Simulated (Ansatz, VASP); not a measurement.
One calculation of Zn, two programs

File INCAR:

```
  ALGO = Normal
  EDIFF = 1E-7
  EDIFFG = -0.002
  ENCUT = 600
  GGA = PS
  IBRION = 2
  ISIF = 3
  ISMEAR = -1
  LASPH = True
  LCHARG = False
  LREAL = False
  LWAVE = False
  NELM = 60
  NSW = 100
  PREC = Accurate
  SIGMA = 0.1
```

KPOINTS

```
k-points
0
Gamma
  20 20 10
```

The input POSCAR:

```
Zn
1.0
    2.6700000000      0.0000000000      0.0000000000
   -1.3350000000      2.3122878281      0.0000000000
    0.0000000000      0.0000000000      4.9660000000
Zn
2
Direct
    0.3333333333      0.6666666667      0.2500000000
    0.6666666667      0.3333333333      0.7500000000
```

Input for Ansatz:

```yaml
crystal:
  lattice:
    - [2.67, 0.0, 0.0]
    - [-1.335, 2.3122878281, 0.0]
    - [0.0, 0.0, 4.966]
  atoms:
    - { symbol: Zn, position: [0.333333333333, 0.666666666667, 0.25] }
    - { symbol: Zn, position: [0.666666666667, 0.333333333333, 0.75] }
kpoints:
  mp_grid: { grid: [20, 20, 10] }
scf:
  occupations: { method: fermi_dirac, width: 0.1 }
hamiltonian:
  xc: pbesol
  pseudopotentials: { kind: paw }
relax:
  f_tol: 0.002
  max_steps: 80
  cell: {}
output:
  forces: true
  stress: true
```

Alike in both runs: task relaxation of cell and atoms; functional PBEsol; k mesh 20 × 20 × 10; occupations fermi-dirac, width 0.1 eV; no spin polarisation.

|  | VASP | Ansatz |
| --- | --- | --- |
| version | VASP 6.6.1 | Ansatz 0.2.0 |
| potentials or method | VASP PAW PBE potentials, release 64 (Zn) | PAW with Ansatz's default frozen-core files, scalar-relativistic |
| plane-wave cutoff (eV) | 600 | 420 |
| valence electrons in the cell | 24 | 24 |

```tsv
	VASP	Ansatz	Ansatz less VASP
relaxed volume (Å³/atom)	14.09	14.03	-0.059
relaxed cell length with the largest relative difference (Å)	2.640	2.635	-0.0044
```

VASP's potentials were made for PBE, not for PBEsol.
